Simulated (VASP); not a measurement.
# ScF (Fm-3m) in VASP: a series of runs

The runs below take ScF through single point, relaxation of cell and atoms, with PBE.

All numbers are computed with VASP 6.6.1; they aren't measurements. Logs are shortened: lines on timing, memory, paths and dates and some standing lists are left out, and cuts for length are marked.

## (1) The cell of the first run

It takes space group Fm-3m (No. 225, cubic). Conventional cell: a = 4.829 Å, b = 4.829 Å, c = 4.829 Å, α = 90.00°, β = 90.00°, γ = 90.00°. Within 3.2 Å of Sc (site symmetry m-3m) lie 6 F at 2.41 Å. Within 3.2 Å of F (site symmetry m-3m) lie 6 Sc at 2.41 Å.

## (2) Single point, PBE

The input, INCAR:

```
SYSTEM = ScF
PREC     = Accurate       ! precision mode
ENCUT    = 600            ! plane-wave cutoff, eV
EDIFF    = 1E-6           ! SCF threshold, eV
ISMEAR   = 0              ! smearing method
SIGMA    = 0.2            ! smearing width, eV
LREAL    = .False.        ! projectors in reciprocal space
LASPH    = .True.         ! aspherical terms in the spheres
NELM     = 120            ! most SCF steps
ALGO     = Normal         ! electronic algorithm
ISIF     = 2              ! what is computed and relaxed
LWAVE    = .False.        ! write WAVECAR
LCHARG   = .False.        ! write CHGCAR
GGA      = PE             ! functional
NBANDS   = 16             ! bands
GGA_COMPAT= .False.
```

The input, KPOINTS:

```
Automatic mesh
0
Gamma
  7 7 7
  0 0 0
```

The input, POSCAR:

```
ScF
1.0
    0.0000000000      2.4144202218      2.4144202218
    2.4144202218      0.0000000000      2.4144202218
    2.4144202218      2.4144202218      0.0000000000
Sc F
1 1
Direct
    0.0000000000      0.0000000000      0.0000000000
    0.5000000000      0.5000000000      0.5000000000
```

Potentials or basis: VASP PAW PBE potentials, release 64 (Sc_sv, F).

On the command line:

```
$ cat potpaw_PBE.64/Sc_sv/POTCAR potpaw_PBE.64/F/POTCAR > POTCAR
$ mpirun -np 1 vasp_std > vasp.out
```

OUTCAR:

```text
SYSTEM = ScF
   PREC = Accurate
   ENCUT = 600
   EDIFF = 1E-6
   ISMEAR = 0
   LREAL = .False.
   LASPH = .True.
   NELM = 120
   ISIF = 2
   GGA = PE

 ion  position               nearest neighbor table
   1  0.000  0.000  0.000-   2 2.41   2 2.41   2 2.41   2 2.41   2 2.41   2 2.41
   2  0.500  0.500  0.500-   1 2.41   1 2.41   1 2.41   1 2.41   1 2.41   1 2.41

  LATTYP: Found a face centered cubic cell.
 ALAT       =     4.8288404436

  Lattice vectors:

 A1 = (   0.0000000000,   2.4144202218,   2.4144202218)
 A2 = (   2.4144202218,   0.0000000000,   2.4144202218)
 A3 = (   2.4144202218,   2.4144202218,   0.0000000000)

Analysis of symmetry for initial positions (statically):
=====================================================================
 Subroutine PRICEL returns:
 Original cell was already a primitive cell.

 Routine SETGRP: Setting up the symmetry group for a
 face centered cubic supercell.

 Subroutine GETGRP returns: Found 48 space group operations
 (whereof 48 operations were pure point group operations)
 out of a pool of 48 trial point group operations.

The static configuration has the point symmetry O_h .

Analysis of symmetry for dynamics (positions and initial velocities):
=====================================================================
 Subroutine PRICEL returns:
 Original cell was already a primitive cell.

 Routine SETGRP: Setting up the symmetry group for a
 face centered cubic supercell.

 Subroutine GETGRP returns: Found 48 space group operations
 (whereof 48 operations were pure point group operations)
 out of a pool of 48 trial point group operations.

The dynamic configuration has the point symmetry O_h .

 Subroutine INISYM returns: Found 48 space group operations
 (whereof 48 operations are pure point group operations),
 and found     1 'primitive' translations

----------------------------------------------------------------------------------------

                                     Primitive cell

  volume of cell :      28.1494

  direct lattice vectors                    reciprocal lattice vectors
     0.000000000  2.414420222  2.414420222    -0.207089054  0.207089054  0.207089054
     2.414420222  0.000000000  2.414420222     0.207089054 -0.207089054  0.207089054
     2.414420222  2.414420222  0.000000000     0.207089054  0.207089054 -0.207089054

  length of vectors
     3.414505823  3.414505823  3.414505823     0.358688763  0.358688763  0.358688763

  position of ions in fractional coordinates (direct lattice)
     0.000000000  0.000000000  0.000000000
     0.500000000  0.500000000  0.500000000

  ion indices of the primitive-cell ions
   primitive index   ion index
                 1           1
                 2           2

----------------------------------------------------------------------------------------

 KPOINTS: Automatic mesh

Automatic generation of k-mesh.
 Grid dimensions read from file:
 generate k-points for:    7    7    7

 Generating k-lattice:

  Cartesian coordinates                     Fractional coordinates (reciprocal lattice)
    -0.029584151  0.029584151  0.029584151     0.142857143  0.000000000  0.000000000
     0.029584151 -0.029584151  0.029584151     0.000000000  0.142857143  0.000000000
     0.029584151  0.029584151 -0.029584151     0.000000000  0.000000000  0.142857143

  Length of vectors
     0.051241252  0.051241252  0.051241252

  Shift w.r.t. Gamma in fractional coordinates (k-lattice)
     0.000000000  0.000000000  0.000000000

 Subroutine IBZKPT returns following result:
 ===========================================

 Found     20 irreducible k-points:

 Following reciprocal coordinates:
            Coordinates               Weight
  0.000000  0.000000  0.000000      1.000000
  0.142857  0.000000  0.000000      8.000000
  0.285714  0.000000  0.000000      8.000000
  0.428571  0.000000  0.000000      8.000000
  0.142857  0.142857  0.000000      6.000000
  0.285714  0.142857  0.000000     24.000000
[... 12 lines left out ...]
 -0.428571  0.428571  0.142857     24.000000
 -0.285714  0.428571  0.142857     24.000000
   k-points           NKPTS =     20   k-points in BZ     NKDIM =     20   number of bands    NBANDS=     16
   number of dos      NEDOS =    301   number of ions     NIONS =      2
   total plane-waves  NPLWV =  21952
   dimension x,y,z NGX =    28 NGY =   28 NGZ =   28
   dimension x,y,z NGXF=    56 NGYF=   56 NGZF=   56
   ions per type =               1   1
   NGX,Y,Z   is equivalent  to a cutoff of  13.63, 13.63, 13.63 a.u.
   NGXF,Y,Z  is equivalent  to a cutoff of  27.27, 27.27, 27.27 a.u.
 SYSTEM =  ScF
   PREC   = accura    normal or accurate (medium, high low for compatibility)
   ISTART =      0    job   : 0-new  1-cont  2-samecut
   ICHARG =      2    charge: 1-file 2-atom 10-const
   ISPIN  =      1    spin polarized calculation?
   LNONCOLLINEAR =      F non collinear calculations
   LSORBIT =      F    spin-orbit coupling
   LASPH  =      T    aspherical Exc in radial PAW
   ENCUT  =  600.0 eV  44.10 Ry    6.64 a.u.   6.82  6.82  6.82*2*pi/ulx,y,z
   NELM   =    120;   NELMIN=  2; NELMDL= -5     # of ELM steps
   EDIFF  = 0.1E-05   stopping-criterion for ELM
   LREAL  =      F    real-space projection
[... 7 lines left out ...]
   TEBEG  =    0.0;   TEEND  =   0.0 temperature during run
   PSTRESS=    0.0 pullay stress
   NELECT =      18.0000    total number of electrons
   NUPDOWN=      -1.0000    fix difference up-down
   EMIN   =  10.00;   EMAX   =-10.00  energy-range for DOS
   EFERMI =   0.00;   METHOD = LEGACY
   ISMEAR =     0;   SIGMA  =   0.20  broadening in eV -4-tet -1-fermi 0-gaus
   EFERMI_NEDOS =   21; number of points for ismear=-14 and -15
   IALGO  =     38    algorithm
   IMIX   =      4    mixing-type and parameters
     AMIX     =   0.40;   BMIX     =  1.00
     AMIX_MAG =   1.60;   BMIX_MAG =  1.00
  volume/ion in A,a.u.               =      14.07        94.98
  Fermi-wavevector in a.u.,A,eV,Ry     =   1.410402  2.665273 27.065156  1.989233
  Thomas-Fermi vector in A             =   2.532359
   LORBIT       =      0    0 simple, 1 ext, 2 COOP (PROOUT), +10 PAW based schemes
   GGA     = PE    functional components
   LHFCALC =     F    Hartree Fock is set to
   AEXX    =    0.0000 exact exchange contribution
   IVDW    =     0    specifies the selected vdW correction
   LEPSILON=     F    determine dielectric tensor
   LRPA    =     F    only Hartree local field effects (RPA)
 non-spin polarized calculation
 Gauss-broadening in eV      SIGMA  =   0.20
  energy-cutoff  :      600.00
  volume of cell :       28.15
 maximum number of plane-waves:       952
   NGX = 13   NGY = 13   NGZ = 13

 number of electron      18.0000000 magnetization

 Free energy of the ion-electron system (eV)
  ---------------------------------------------------
  ext. energy  EPLUGINS =         0.00000000
  ---------------------------------------------------
  free energy    TOTEN  =       -11.72730997 eV

  energy without entropy =      -11.68432650  energy(sigma->0) =      -11.70581824

 E-fermi :   6.3300     XC(G=0): -10.7378

 val. band max:        6.3132022914   @ k =   0.4286   0.0000   0.0000
 cond. band min:       6.3834162003   @ k =  -0.4286   0.1429   0.0000
 fundamental gap:      0.0702139090
 Fermi energy:         6.3299596518

 k-point     1 :       0.0000    0.0000    0.0000
  band No.  band energies     occupation
      1     -43.9962      2.00000
      2     -22.5345      2.00000
      3     -22.5345      2.00000
      4     -22.5345      2.00000
      5     -20.6471      2.00000
      6      -1.6923      2.00000
[... 8 lines left out ...]
     15      16.5050      0.00000
     16      22.2566      0.00000

 k-point     2 :       0.1429    0.0000    0.0000
  band No.  band energies     occupation
      1     -43.9886      2.00000
      2     -22.6793      2.00000
      3     -22.5401      2.00000
      4     -22.5401      2.00000
      5     -20.5075      2.00000
      6      -2.0685      2.00000
[... 8 lines left out ...]
     15      16.6747      0.00000
     16      21.0832      0.00000

 k-point     3 :       0.2857    0.0000    0.0000
  band No.  band energies     occupation
      1     -43.9715      2.00000
      2     -22.9511      2.00000
      3     -22.5528      2.00000
      4     -22.5528      2.00000
      5     -20.2477      2.00000
      6      -2.7497      2.00000
[... 8 lines left out ...]
     15      15.2880      0.00000
     16      19.4784      0.00000

 k-point     4 :       0.4286    0.0000    0.0000
  band No.  band energies     occupation
      1     -43.9578      2.00000
      2     -23.1360      2.00000
      3     -22.5628      2.00000
      4     -22.5628      2.00000
      5     -20.0725      2.00000
      6      -3.2037      2.00000
[... 8 lines left out ...]
     15      13.1341      0.00000
     16      17.8741      0.00000

 k-point     5 :       0.1429    0.1429    0.0000
  band No.  band energies     occupation
      1     -43.9861      2.00000
      2     -22.6815      2.00000
      3     -22.5545      2.00000
      4     -22.5545      2.00000
      5     -20.4911      2.00000
      6      -2.2359      2.00000
[... 8 lines left out ...]
     15      16.9568      0.00000
     16      20.4924      0.00000

 k-point     6 :       0.2857    0.1429    0.0000
  band No.  band energies     occupation
      1     -43.9723      2.00000
      2     -22.8601      2.00000
      3     -22.5726      2.00000
      4     -22.5675      2.00000
      5     -20.3321      2.00000
      6      -2.6520      2.00000
[... 8 lines left out ...]
     15      16.2750      0.00000
     16      18.8305      0.00000

 k-point     7 :       0.4286    0.1429    0.0000
  band No.  band energies     occupation
      1     -43.9575      2.00000
      2     -23.0387      2.00000
      3     -22.5888      2.00000
      4     -22.5808      2.00000
      5     -20.1734      2.00000
      6      -2.9862      2.00000
[... 8 lines left out ...]
     15      13.8339      0.00000
     16      17.3750      0.00000

 k-point     8 :      -0.4286    0.1429    0.0000
  band No.  band energies     occupation
      1     -43.9529      2.00000
      2     -23.0949      2.00000
      3     -22.6084      2.00000
      4     -22.5730      2.00000
      5     -20.1157      2.00000
      6      -3.1017      2.00000
[... 8 lines left out ...]
     15      12.6824      0.00000
     16      16.4175      0.00000

 k-point     9 :      -0.2857    0.1429    0.0000
  band No.  band energies     occupation
      1     -43.9620      2.00000
      2     -23.0030      2.00000
      3     -22.6069      2.00000
      4     -22.5550      2.00000
      5     -20.1903      2.00000
      6      -2.9183      2.00000
[... 8 lines left out ...]
     15      14.5956      0.00000
     16      16.7603      0.00000
[... 96 lines left out ...]
 k-point    15 :       0.4286    0.4286    0.0000
  band No.  band energies     occupation
      1     -43.9461      2.00000
      2     -22.8225      2.00000
      3     -22.6359      2.00000
      4     -22.6359      2.00000
      5     -20.4991      2.00000
      6      -2.6703      2.00000
[... 8 lines left out ...]
     15      13.6395      0.00000
     16      17.1923      0.00000

 k-point    16 :      -0.4286    0.4286    0.0000
  band No.  band energies     occupation
      1     -43.9436      2.00000
      2     -22.7939      2.00000
      3     -22.7178      2.00000
      4     -22.6316      2.00000
      5     -20.4566      2.00000
      6      -2.5893      2.00000
[... 8 lines left out ...]
     15      12.9184      0.00000
     16      15.4199      0.00000

 k-point    17 :       0.4286    0.2857    0.1429
  band No.  band energies     occupation
      1     -43.9597      2.00000
      2     -22.9294      2.00000
      3     -22.6270      2.00000
      4     -22.5785      2.00000
      5     -20.2718      2.00000
      6      -2.8201      2.00000
[... 8 lines left out ...]
     15      15.6454      0.00000
     16      15.8490      0.00000

 k-point    18 :      -0.4286    0.2857    0.1429
  band No.  band energies     occupation
      1     -43.9496      2.00000
      2     -22.9763      2.00000
      3     -22.6604      2.00000
      4     -22.6037      2.00000
      5     -20.2267      2.00000
      6      -2.8446      2.00000
[... 8 lines left out ...]
     15      13.2559      0.00000
     16      15.2122      0.00000

 k-point    19 :      -0.4286    0.4286    0.1429
  band No.  band energies     occupation
      1     -43.9454      2.00000
      2     -22.8384      2.00000
      3     -22.6729      2.00000
      4     -22.6673      2.00000
      5     -20.3807      2.00000
      6      -2.6278      2.00000
[... 8 lines left out ...]
     15      13.6079      0.00000
     16      15.0125      0.00000

 k-point    20 :      -0.2857    0.4286    0.1429
  band No.  band energies     occupation
      1     -43.9442      2.00000
      2     -22.8404      2.00000
      3     -22.7377      2.00000
      4     -22.6518      2.00000
      5     -20.3164      2.00000
      6      -2.5347      2.00000
[... 8 lines left out ...]
     15      12.8060      0.00000
     16      13.6546      0.00000

------------------------ aborting loop because EDIFF is reached ----------------------------------------

  FORCE on cell =-STRESS in cart. coord.  units (eV):
  Direction    XX          YY          ZZ          XY          YZ          ZX
  --------------------------------------------------------------------------------------
  -------------------------------------------------------------------------------------
  Total        0.0860484      0.0860484      0.0860484      0.0000000     -0.0000000     -0.0000000
  in kB        4.8976187      4.8976187      4.8976187      0.0000000     -0.0000000     -0.0000000
  external PRESSURE =       4.8976187 kB  Pullay stress =       0.0000000 kB

 VOLUME and BASIS-vectors are now :
 -----------------------------------------------------------------------------
  energy-cutoff  :      600.00
  volume of cell :       28.15
      direct lattice vectors                 reciprocal lattice vectors
     0.000000000  2.414420222  2.414420222    -0.207089054  0.207089054  0.207089054
     2.414420222  0.000000000  2.414420222     0.207089054 -0.207089054  0.207089054
     2.414420222  2.414420222  0.000000000     0.207089054  0.207089054 -0.207089054

 POSITION                                       TOTAL-FORCE (eV/Angst)
 -----------------------------------------------------------------------------------
      0.00000      0.00000      0.00000        -0.000000     -0.000000      0.000000
      2.41442      2.41442      2.41442         0.000000      0.000000     -0.000000
 -----------------------------------------------------------------------------------
    total drift:                                0.000000      0.000000      0.000000

  FREE ENERGIE OF THE ION-ELECTRON SYSTEM (eV)
  ---------------------------------------------------
  free  energy   TOTEN  =       -11.7273099736 eV

  energy  without entropy=      -11.6843265002  energy(sigma->0) =      -11.70581824
```

It took 16 s on 1 thread of Intel Xeon Platinum 8488C (Sapphire Rapids), shared host; peak memory 0.16 GiB.

What came out:

```
Free energy            : -11.7273 eV
Pressure               : 0.5 GPa
Band gap on the k mesh : zero (bands 9 and 10 overlap by 0.59 eV)
```

[end of part 1 of 2]
